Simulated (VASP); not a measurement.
# Sb2Se (P4/mmm) in VASP: further runs, part 2 of 2

VASP 6.6.1.

### 3 Relaxation of cell and atoms, PBE

This run uses another cell than the first one, of 27.64 Å³/atom, 1.011 times its volume.

INCAR reads:

```
ALGO = Normal ; EDIFF = 1E-6
EDIFFG = -0.04 ; ENCUT = 600
GGA = PE ; IBRION = 2
ISIF = 3 ; ISMEAR = 0
LASPH = T ; LCHARG = F
LREAL = F ; LWAVE = F
NELM = 80 ; NSW = 90
PREC = Accurate ; SIGMA = 0.1
```

KPOINTS reads:

```
k-points
0
Gamma
  6 6 4
```

POSCAR reads:

```
Sb2Se
1.0
    3.4254328800      0.0000000000      0.0000000000
    0.0000000000      3.4254328800      0.0000000000
    0.0000000000      0.0000000000      7.0675278900
Sb Se
2 1
Direct
    0.5000000000      0.5000000000      0.2949999900
    0.5000000000      0.5000000000      0.7050000100
    0.0000000000      0.0000000000      0.0000000000
```

Potentials or basis: VASP PAW PBE potentials, release 64 (Sb, Se).

On the command line:

```console
> cat potpaw_PBE.64/Sb/POTCAR potpaw_PBE.64/Se/POTCAR > POTCAR
> mpirun -np 1 vasp_std > vasp.out
```

OUTCAR:

```text
EDIFF = 1E-6
   EDIFFG = -0.04
   ENCUT = 600
   GGA = PE
   IBRION = 2
   ISIF = 3
   ISMEAR = 0
   LASPH = T
   LREAL = F
   NELM = 80
   NSW = 90
   PREC = Accurate

 ion  position               nearest neighbor table
   1  0.500  0.500  0.295-   2 2.90   3 3.20   3 3.20   3 3.20   3 3.20
   2  0.500  0.500  0.705-   1 2.90   3 3.20   3 3.20   3 3.20   3 3.20
   3  0.000  0.000  0.000-   1 3.20   2 3.20   1 3.20   2 3.20   1 3.20   2 3.20   1 3.20   2 3.20

  LATTYP: Found a simple tetragonal cell.
 ALAT       =     3.4254328800
 C/A-ratio  =     2.0632510219

  Lattice vectors:

 A1 = (   3.4254328800,   0.0000000000,   0.0000000000)
 A2 = (   0.0000000000,   3.4254328800,   0.0000000000)
 A3 = (   0.0000000000,   0.0000000000,   7.0675278900)

Analysis of symmetry for initial positions (statically):
=====================================================================
 Subroutine PRICEL returns:
 Original cell was already a primitive cell.

 Routine SETGRP: Setting up the symmetry group for a
 simple tetragonal supercell.

 Subroutine GETGRP returns: Found 16 space group operations
 (whereof 16 operations were pure point group operations)
 out of a pool of 16 trial point group operations.

The static configuration has the point symmetry D_4h.

Analysis of symmetry for dynamics (positions and initial velocities):
=====================================================================
 Subroutine PRICEL returns:
 Original cell was already a primitive cell.
[... 423 lines left out ...]
  ext. energy  EPLUGINS =         0.00000000
  ---------------------------------------------------
  free energy    TOTEN  =       -10.80325010 eV

  energy without entropy =      -10.79742416  energy(sigma->0) =      -10.80033713

 E-fermi :   6.6562     XC(G=0):  -9.8607

 val. band max:        6.5417265163   @ k =   0.1667   0.1667   0.5000
 cond. band min:       6.7063626783   @ k =   0.5000   0.0000   0.0000
 fundamental gap:      0.1646361620
 Fermi energy:         6.6561632427

 k-point     1 :       0.0000    0.0000    0.0000
  band No.  band energies     occupation
      1      -7.9262      2.00000
      2      -3.7709      2.00000
      3      -3.3734      2.00000
      4       4.4533      2.00000
      5       4.6090      2.00000
      6       5.4088      2.00000
      7       5.4088      2.00000
      8       9.5696      0.00000
      9       9.5696      0.00000
     10      10.1271      0.00000
     11      10.1271      0.00000
     12      10.3734      0.00000
[... 331 lines left out ...]
 k-point    24 :       0.5000    0.0000    0.5000
  band No.  band energies     occupation
      1      -6.4200      2.00000
      2      -2.8338      2.00000
      3      -2.7197      2.00000
      4       0.8829      2.00000
      5       3.1660      2.00000
      6       4.2271      2.00000
      7       4.8379      2.00000
      8       6.2791      2.00000
      9       6.7072      0.47049
     10      10.2645      0.00000
     11      10.5456      0.00000
     12      10.9778      0.00000

 [... further k-points ...]

------------------------ aborting loop because EDIFF is reached ----------------------------------------

  FORCE on cell =-STRESS in cart. coord.  units (eV):
  Direction    XX          YY          ZZ          XY          YZ          ZX
  --------------------------------------------------------------------------------------
  -------------------------------------------------------------------------------------
  Total        0.0950281      0.0950281     -0.0248974      0.0000000      0.0000000     -0.0000000
  in kB        1.8919270      1.8919270     -0.4956856      0.0000000      0.0000000     -0.0000000
  external PRESSURE =       1.0960562 kB  Pullay stress =       0.0000000 kB
[... 18 lines left out ...]
  FREE ENERGIE OF THE ION-ELECTRON SYSTEM (eV)
  ---------------------------------------------------
  free  energy   TOTEN  =       -10.8032501044 eV

  energy  without entropy=      -10.7974241561  energy(sigma->0) =      -10.80033713

 reached required accuracy - stopping structural energy minimisation
```

Run time: 55 s. Hardware: 1 thread of Intel Xeon 6975P-C (Granite Rapids), shared host; peak memory 0.23 GiB.

What came out:

```yaml
Free_energy: -10.8033 eV
Relaxed_volume: 26.82 Å³/atom
Relaxed_cell: a = 3.360 Å, b = 3.360 Å, c = 7.128 Å, α = 90.00°, β = 90.00°, γ = 90.00°
Space_group_after_relaxing_to_0.05_Å: P4/mmm (No. 123)
Energy_gained_by_relaxing: 40.8 meV/atom
Ionic_steps: 8
Pressure_after_relaxing: 0.1 GPa
Largest_force_after_relaxing: 0.004 eV/Å
Band_gap_on_the_k_mesh: zero (band 8 reaches 9.57 eV, above the bottom of band 9 at 4.71 eV)
```

Forces in eV/Å, atoms in the order of the input:
```
Sb   0.000  0.000 -0.004
Sb   0.000  0.000  0.004
Se   0.000  0.000  0.000
```

Stress tensor (GPa, compression positive):
```
 0.19  0.00  0.00
 0.00  0.19  0.00
 0.00  0.00 -0.05
```

Step by step:
```tsv
step	energy change (eV)	largest force (eV/Å)	pressure (GPa)	volume (Å³)
1	0.0000	0.9442	-1.19	82.93
2	-0.0879	0.5238	-0.08	80.48
3	-0.1093	0.1082	1.55	78.31
4	-0.1103	0.1889	1.21	78.70
5	-0.1202	0.0662	-0.32	80.85
6	-0.1204	0.0779	-0.15	80.58
7	-0.1217	0.0370	-0.03	80.53
8	-0.1224	0.0038	0.11	80.47
```

Final structure:
```yaml
crystal:
  lattice:
    - [3.35994, 0.00000, 0.00000]
    - [0.00000, 3.35994, 0.00000]
    - [0.00000, 0.00000, 7.12844]
  atoms:
    - { symbol: Sb, position: [0.50000, 0.50000, 0.27953] }
    - { symbol: Sb, position: [0.50000, 0.50000, 0.72047] }
    - { symbol: Se, position: [0.00000, 0.00000, 0.00000] }
```

Levels at points of the mesh, in eV from the Fermi level:
```csv
k point,band 5,band 6,band 7,band 8,band 9,band 10,band 11,band 12
"(0.00, 0.00, 0.00)",-2.05,-1.25,-1.25,2.91,2.91,3.47,3.47,3.72
"(0.50, 0.00, 0.00)",-5.35,-3.72,0.05,1.34,1.62,2.22,3.19,4.51
"(0.50, 0.50, 0.00)",-5.33,-2.47,-2.26,-2.26,-1.95,-0.92,-0.92,3.14
"(0.00, 0.00, 0.50)",-1.18,-1.18,0.80,1.73,2.08,2.08,4.59,4.59
"(0.50, 0.00, 0.50)",-3.49,-2.43,-1.82,-0.38,0.05,3.61,3.89,4.32
"(0.50, 0.50, 0.50)",-5.17,-3.11,-3.11,-2.52,-0.18,0.36,0.36,1.11
```

Caveat: spin-orbit coupling is left out, which moves the levels of the heavy elements.
